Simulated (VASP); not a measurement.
# AlAs2 (P-4m2) in VASP: a series of runs

The runs below take AlAs2 through single point, relaxation of cell and atoms, with PBE.

Program: VASP 6.6.1. These are calculated values, not measurements. Logs are shortened: lines on timing, memory, paths and dates and some standing lists are left out, and cuts for length are marked.

**1. The cell of the first run**

It takes space group P-4m2 (No. 115, tetragonal). The conventional cell has a = 3.915 Å, b = 3.915 Å, c = 4.115 Å, α = 90.00°, β = 90.00°, γ = 90.00°. Al (site symmetry -4m2) has 8 As at 2.61 to 3.09 Å within 3.4 Å. As (site symmetry 2mm) has 4 Al at 2.61 to 3.09 Å and 4 As at 2.84 Å within 3.4 Å.

**2. Single point, PBE**

INCAR reads:

```
SYSTEM = AlAs2
PREC     = Accurate       ! precision mode
ENCUT    = 520            ! plane-wave cutoff, eV
EDIFF    = 1E-6           ! SCF threshold, eV
ISMEAR   = 0              ! smearing method
SIGMA    = 0.1            ! smearing width, eV
LREAL    = .FALSE.        ! projectors in reciprocal space
LASPH    = .TRUE.         ! aspherical terms in the spheres
NELM     = 80             ! most SCF steps
ALGO     = Normal         ! electronic algorithm
ISIF     = 2              ! what is computed and relaxed
LWAVE    = .FALSE.        ! write WAVECAR
LCHARG   = .FALSE.        ! write CHGCAR
GGA      = PE             ! functional
NBANDS   = 14             ! bands
```

KPOINTS reads:

```
Automatic mesh
0
G
  4 4 4
  0 0 0
```

POSCAR reads:

```
AlAs2
1.0
    3.9154150342      0.0000000000      0.0000000000
    0.0000000000      3.9154150342      0.0000000000
    0.0000000000      0.0000000000      4.1154811494
Al As
1 2
Direct
    0.0000000000      0.0000000000      0.0000000000
    0.5000000000      0.0000000000      0.4205009585
    0.0000000000      0.5000000000      0.5794990415
```

Potentials or basis: VASP PAW PBE potentials, release 64 (Al, As).

Launch:

```
> cat potpaw_PBE.64/Al/POTCAR potpaw_PBE.64/As/POTCAR > POTCAR
> mpirun -np 1 vasp_std > vasp.out
```

OUTCAR:

```text
SYSTEM = AlAs2
   PREC = Accurate
   ENCUT = 520
   EDIFF = 1E-6
   ISMEAR = 0
   LREAL = .FALSE.
   LASPH = .TRUE.
   NELM = 80
   ISIF = 2
   GGA = PE

 ion  position               nearest neighbor table
   1  0.000  0.000  0.000-   2 2.61   3 2.61   3 2.61   2 2.61   3 3.09   3 3.09   2 3.09   2 3.09

   2  0.500  0.000  0.421-   1 2.61   1 2.61   3 2.84   3 2.84   3 2.84   3 2.84   1 3.09   1 3.09

   3  0.000  0.500  0.579-   1 2.61   1 2.61   2 2.84   2 2.84   2 2.84   2 2.84   1 3.09   1 3.09

  LATTYP: Found a simple tetragonal cell.
 ALAT       =     3.9154150342
 C/A-ratio  =     1.0510970391

  Lattice vectors:

 A1 = (   3.9154150342,   0.0000000000,   0.0000000000)
 A2 = (   0.0000000000,   3.9154150342,   0.0000000000)
 A3 = (   0.0000000000,   0.0000000000,   4.1154811494)

Analysis of symmetry for initial positions (statically):
=====================================================================
 Subroutine PRICEL returns:
 Original cell was already a primitive cell.

 Routine SETGRP: Setting up the symmetry group for a
 simple tetragonal supercell.

 Subroutine GETGRP returns: Found  8 space group operations
 (whereof  8 operations were pure point group operations)
 out of a pool of 16 trial point group operations.

The static configuration has the point symmetry D_2d.

Analysis of symmetry for dynamics (positions and initial velocities):
=====================================================================
 Subroutine PRICEL returns:
 Original cell was already a primitive cell.

 Routine SETGRP: Setting up the symmetry group for a
 simple tetragonal supercell.

 Subroutine GETGRP returns: Found  8 space group operations
 (whereof  8 operations were pure point group operations)
 out of a pool of 16 trial point group operations.

The dynamic configuration has the point symmetry D_2d.

 Subroutine INISYM returns: Found  8 space group operations
 (whereof  8 operations are pure point group operations),
 and found     1 'primitive' translations

----------------------------------------------------------------------------------------

                                     Primitive cell

  volume of cell :      63.0923

  direct lattice vectors                    reciprocal lattice vectors
     3.915415034  0.000000000  0.000000000     0.255400766  0.000000000  0.000000000
     0.000000000  3.915415034  0.000000000     0.000000000  0.255400766  0.000000000
     0.000000000  0.000000000  4.115481149     0.000000000  0.000000000  0.242984955

  length of vectors
     3.915415034  3.915415034  4.115481149     0.255400766  0.255400766  0.242984955

  position of ions in fractional coordinates (direct lattice)
     0.000000000  0.000000000  0.000000000
     0.500000000  0.000000000  0.420500958
     0.000000000  0.500000000  0.579499041

  ion indices of the primitive-cell ions
   primitive index   ion index
                 1           1
                 2           2
                 3           3

----------------------------------------------------------------------------------------

 KPOINTS: Automatic mesh

Automatic generation of k-mesh.
 Grid dimensions read from file:
 generate k-points for:    4    4    4

 Generating k-lattice:

  Cartesian coordinates                     Fractional coordinates (reciprocal lattice)
     0.063850192  0.000000000  0.000000000     0.250000000  0.000000000  0.000000000
     0.000000000  0.063850192  0.000000000     0.000000000  0.250000000  0.000000000
     0.000000000  0.000000000  0.060746239     0.000000000  0.000000000  0.250000000

  Length of vectors
     0.063850192  0.063850192  0.060746239

  Shift w.r.t. Gamma in fractional coordinates (k-lattice)
     0.000000000  0.000000000  0.000000000

 Subroutine IBZKPT returns following result:
 ===========================================

 Found     18 irreducible k-points:

 Following reciprocal coordinates:
            Coordinates               Weight
  0.000000  0.000000  0.000000      1.000000
  0.250000  0.000000  0.000000      4.000000
  0.500000  0.000000  0.000000      2.000000
  0.250000  0.250000  0.000000      4.000000
  0.500000  0.250000  0.000000      4.000000
  0.500000  0.500000  0.000000      1.000000
[... 10 lines left out ...]
  0.500000  0.250000  0.500000      4.000000
  0.500000  0.500000  0.500000      1.000000
   k-points           NKPTS =     18   k-points in BZ     NKDIM =     18   number of bands    NBANDS=     14
   number of dos      NEDOS =    301   number of ions     NIONS =      3
   total plane-waves  NPLWV =  28800
   dimension x,y,z NGX =    30 NGY =   30 NGZ =   32
   dimension x,y,z NGXF=    60 NGYF=   60 NGZF=   64
   ions per type =               1   2
   NGX,Y,Z   is equivalent  to a cutoff of  12.74, 12.74, 12.93 a.u.
   NGXF,Y,Z  is equivalent  to a cutoff of  25.48, 25.48, 25.85 a.u.
 SYSTEM =  AlAs2
   PREC   = accura    normal or accurate (medium, high low for compatibility)
   ISTART =      0    job   : 0-new  1-cont  2-samecut
   ICHARG =      2    charge: 1-file 2-atom 10-const
   ISPIN  =      1    spin polarized calculation?
   LNONCOLLINEAR =      F non collinear calculations
   LSORBIT =      F    spin-orbit coupling
   LASPH  =      T    aspherical Exc in radial PAW
   ENCUT  =  520.0 eV  38.22 Ry    6.18 a.u.   7.28  7.28  7.65*2*pi/ulx,y,z
   NELM   =     80;   NELMIN=  2; NELMDL= -5     # of ELM steps
   EDIFF  = 0.1E-05   stopping-criterion for ELM
   LREAL  =      F    real-space projection
   EDIFFG = 0.1E-04   stopping-criterion for IOM
   NSW    =      0    number of steps for IOM
   IBRION =     -1    ionic relax: 0-MD 1-quasi-New 2-CG
   NFREE  =      0    steps in history (QN), initial steepest desc. (CG)
   ISIF   =      2    stress and relaxation
   ISYM   =      2    0-nonsym 1-usesym 2-fastsym
   POTIM  = 0.5000    time-step for ionic-motion
   TEBEG  =    0.0;   TEEND  =   0.0 temperature during run
   PSTRESS=    0.0 pullay stress
   NELECT =      13.0000    total number of electrons
   NUPDOWN=      -1.0000    fix difference up-down
   EMIN   =  10.00;   EMAX   =-10.00  energy-range for DOS
   EFERMI =   0.00;   METHOD = LEGACY
   ISMEAR =     0;   SIGMA  =   0.10  broadening in eV -4-tet -1-fermi 0-gaus
   EFERMI_NEDOS =   21; number of points for ismear=-14 and -15
   IALGO  =     38    algorithm
   IMIX   =      4    mixing-type and parameters
     AMIX     =   0.40;   BMIX     =  1.00
     AMIX_MAG =   1.60;   BMIX_MAG =  1.00
  volume/ion in A,a.u.               =      21.03       141.92
  Fermi-wavevector in a.u.,A,eV,Ry     =   0.966935  1.827242 12.720944  0.934963
  Thomas-Fermi vector in A             =   2.096778
   LORBIT       =      0    0 simple, 1 ext, 2 COOP (PROOUT), +10 PAW based schemes
   GGA     = PE    functional components
   LHFCALC =     F    Hartree Fock is set to
   AEXX    =    0.0000 exact exchange contribution
   IVDW    =     0    specifies the selected vdW correction
   LEPSILON=     F    determine dielectric tensor
   LRPA    =     F    only Hartree local field effects (RPA)
 non-spin polarized calculation
 Gauss-broadening in eV      SIGMA  =   0.10
  energy-cutoff  :      520.00
  volume of cell :       63.09
 maximum number of plane-waves:      1712
 NGX is ok and might be reduce to    30
   NGX = 15   NGY = 15   NGZ = 15

 number of electron      12.9999997 magnetization

 Free energy of the ion-electron system (eV)
  ---------------------------------------------------
  ext. energy  EPLUGINS =         0.00000000
  ---------------------------------------------------
  free energy    TOTEN  =       -12.82467454 eV

  energy without entropy =      -12.81118887  energy(sigma->0) =      -12.81793170

 E-fermi :   5.5421     XC(G=0):  -9.7460

 val. band max:        5.4925854586   @ k =   0.5000   0.2500   0.2500
 cond. band min:       5.5538535924   @ k =   0.2500   0.0000   0.0000
 fundamental gap:      0.0612681338
 Fermi energy:         5.5421236399

 k-point     1 :       0.0000    0.0000    0.0000
  band No.  band energies     occupation
      1      -8.4287      2.00000
      2      -2.7991      2.00000
      3       1.6529      2.00000
      4       1.6529      2.00000
      5       2.5030      2.00000
      6       2.5059      2.00000
      7       6.7447      0.00000
      8       8.3559      0.00000
      9       8.3559      0.00000
     10       8.7826      0.00000
     11      11.4259      0.00000
     12      11.7279      0.00000
     13      11.7279      0.00000
     14      13.5749      0.00000

 k-point     2 :       0.2500    0.0000    0.0000
  band No.  band energies     occupation
      1      -7.8897      2.00000
      2      -4.0749      2.00000
      3       1.2323      2.00000
      4       2.2097      2.00000
      5       2.8716      2.00000
      6       3.8788      2.00000
      7       5.5539      0.86825
      8       6.6390      0.00000
      9       8.5462      0.00000
     10       8.9053      0.00000
     11       9.5149      0.00000
     12      11.7271      0.00000
     13      12.1035      0.00000
     14      13.0756      0.00000

 k-point     3 :       0.5000    0.0000    0.0000
  band No.  band energies     occupation
      1      -6.5520      2.00000
      2      -6.0604      2.00000
      3       2.0063      2.00000
      4       3.2632      2.00000
      5       3.3756      2.00000
      6       3.3835      2.00000
      7       4.6439      2.00000
      8       5.6993      0.02627
      9       6.8187      0.00000
     10       7.3791      0.00000
     11      11.3831      0.00000
     12      12.6382      0.00000
     13      13.6810      0.00000
     14      14.6387      0.00000

 k-point     4 :       0.2500    0.2500    0.0000
  band No.  band energies     occupation
      1      -7.3696      2.00000
      2      -4.3942      2.00000
      3      -0.3923      2.00000
      4       2.4989      2.00000
      5       3.1305      2.00000
      6       3.6416      2.00000
      7       5.9789      0.00000
      8       7.0943      0.00000
      9       7.8696      0.00000
     10       9.0768      0.00000
     11       9.9938      0.00000
     12      11.0978      0.00000
     13      11.4441      0.00000
     14      14.6360      0.00000

 k-point     5 :       0.5000    0.2500    0.0000
  band No.  band energies     occupation
      1      -6.0904      2.00000
      2      -5.7516      2.00000
      3      -0.5510      2.00000
      4       1.3808      2.00000
      5       3.4352      2.00000
      6       4.1706      2.00000
      7       5.3735      1.98289
      8       7.1774      0.00000
      9       8.0259      0.00000
     10       9.0988      0.00000
     11       9.9390      0.00000
[... 174 lines left out ...]
 k-point    16 :       0.2500    0.2500    0.5000
  band No.  band energies     occupation
      1      -6.7790      2.00000
      2      -4.2846      2.00000
      3      -0.8817      2.00000
      4       0.5099      2.00000
      5       2.0812      2.00000
      6       4.3070      2.00000
      7       4.4326      2.00000
      8       6.6010      0.00000
      9       9.6723      0.00000
     10      11.0188      0.00000
     11      11.2708      0.00000
     12      11.7210      0.00000
     13      13.1513      0.00000
     14      15.1989      0.00000

 k-point    17 :       0.5000    0.2500    0.5000
  band No.  band energies     occupation
      1      -5.5540      2.00000
      2      -5.3407      2.00000
      3      -0.5466      2.00000
      4       0.7998      2.00000
      5       0.8735      2.00000
      6       2.3065      2.00000
      7       4.2636      2.00000
      8       7.4152      0.00000
      9       9.3033      0.00000
     10      10.9232      0.00000
     11      12.2399      0.00000
     12      13.9302      0.00000
     13      14.0387      0.00000
     14      16.0700      0.00000

 k-point    18 :       0.5000    0.5000    0.5000
  band No.  band energies     occupation
      1      -4.9749      2.00000
      2      -4.9749      2.00000
      3      -1.1614      2.00000
      4       0.4972      2.00000
      5       1.4154      2.00000
      6       1.5990      2.00000
      7       1.5990      2.00000
      8       6.2293      0.00000
      9      12.1316      0.00000
     10      13.1934      0.00000
     11      14.2853      0.00000
     12      14.2853      0.00000
     13      15.1331      0.00000
     14      17.5855      0.00000

------------------------ aborting loop because EDIFF is reached ----------------------------------------

  FORCE on cell =-STRESS in cart. coord.  units (eV):
  Direction    XX          YY          ZZ          XY          YZ          ZX
  --------------------------------------------------------------------------------------
  -------------------------------------------------------------------------------------
  Total       -0.0098366     -0.0098366      0.1242213      0.0000000      0.0000000      0.0000000
  in kB       -0.2497912     -0.2497912      3.1544989      0.0000000      0.0000000      0.0000000
  external PRESSURE =       0.8849721 kB  Pullay stress =       0.0000000 kB

 VOLUME and BASIS-vectors are now :
 -----------------------------------------------------------------------------
  energy-cutoff  :      520.00
  volume of cell :       63.09
      direct lattice vectors                 reciprocal lattice vectors
     3.915415034  0.000000000  0.000000000     0.255400766  0.000000000  0.000000000
     0.000000000  3.915415034  0.000000000     0.000000000  0.255400766  0.000000000
     0.000000000  0.000000000  4.115481149     0.000000000  0.000000000  0.242984955

 POSITION                                       TOTAL-FORCE (eV/Angst)
 -----------------------------------------------------------------------------------
      0.00000      0.00000      0.00000         0.000000      0.000000     -0.000000
      1.95771      0.00000      1.73056         0.000000      0.000000      0.014464
      0.00000      1.95771      2.38492        -0.000000      0.000000     -0.014464
 -----------------------------------------------------------------------------------
    total drift:                                0.000000      0.000000      0.000000

  FREE ENERGIE OF THE ION-ELECTRON SYSTEM (eV)
  ---------------------------------------------------
  free  energy   TOTEN  =       -12.8246745426 eV

  energy  without entropy=      -12.8111888656  energy(sigma->0) =      -12.81793170
```

Run time: 33 s. Hardware: 1 thread of AMD EPYC 7R13, shared host; peak memory 0.14 GiB.

What came out:

```
Free energy   : -12.8247 eV
Pressure      : 0.1 GPa
Largest force : 0.014 eV/Å
```

Forces in eV/Å, atoms in the order of the input:
```
Al   0.000  0.000  0.000
As   0.000  0.000  0.014
As   0.000  0.000 -0.014
```

Stress tensor (GPa, compression positive):
```
-0.02  0.00  0.00
 0.00 -0.02  0.00
 0.00  0.00  0.32
```

Caveat: the k points lie up to 0.40 Å⁻¹ apart.

**3. Single point, PBE**

This run uses another cell than the first one, of 27.55 Å³/atom, 1.310 times its volume.

INCAR reads:

```
SYSTEM = AlAs2
  PREC = Accurate
  ENCUT = 520
  EDIFF = 1E-6
  ISMEAR = 0
  SIGMA = 0.1
  LREAL = .FALSE.
  LASPH = .TRUE.
  NELM = 100
  ALGO = Normal
  ISIF = 2
  LWAVE = .FALSE.
  LCHARG = .FALSE.
  GGA = PE
  NBANDS = 14
```

KPOINTS is that of step 2.

POSCAR reads:

```
AlAs2
1.0
    3.8808082500      0.0000000000      0.0000000000
    0.0000000000      3.8808082500      0.0000000000
    0.0000000000      0.0000000000      5.4882916600
Al As
1 2
Direct
    0.0000000000      0.0000000000      0.0000000000
    0.5000000000      0.0000000000      0.2500000000
    0.0000000000      0.5000000000      0.7500000000
```

Potentials or basis: VASP PAW PBE potentials, release 64 (Al, As).

Launch:

```
> cat potpaw_PBE.64/Al/POTCAR potpaw_PBE.64/As/POTCAR > POTCAR
> mpirun -np 1 vasp_std > vasp.out
```

Run time: 46 s. Hardware: 1 thread of AMD EPYC 7R13, shared host; peak memory 0.16 GiB.

It converged, with:

```
Free energy   : -11.6819 eV
Pressure      : 1.5 GPa
Largest force : 0.806 eV/Å
```

Forces in eV/Å, atoms in the order of the input:
```
Al   0.000  0.000  0.000
As   0.000  0.000  0.806
As   0.000  0.000 -0.806
```

Stress tensor (GPa, compression positive):
```
1.96 0.00 0.00
0.00 1.96 0.00
0.00 0.00 0.46
```

Levels at points of the mesh, in eV from the Fermi level:
```
           k point  band 4  band 5  band 6  band 7  band 8  band 9  band 10  band 11
(0.00, 0.00, 0.00)   -1.44   -1.44    1.06    1.20    1.20    2.76     3.11     5.44
(0.50, 0.00, 0.00)   -2.24   -1.44   -1.16   -0.75    1.03    3.95     6.56     6.69
(0.50, 0.50, 0.00)   -2.50   -2.18   -0.98   -0.98    0.22    3.30     3.30     3.63
(0.00, 0.00, 0.50)   -1.26   -1.19   -1.19    0.60    0.60    3.52     4.01     6.62
(0.50, 0.00, 0.50)   -3.44   -0.70    0.09    0.86    1.08    3.32     5.75     5.81
(0.50, 0.50, 0.50)   -2.99   -1.80   -1.55   -1.55   -1.13    5.56     5.56     6.55
```

Caveat: the k points lie up to 0.40 Å⁻¹ apart.

(Continued in part 2 of 2.)
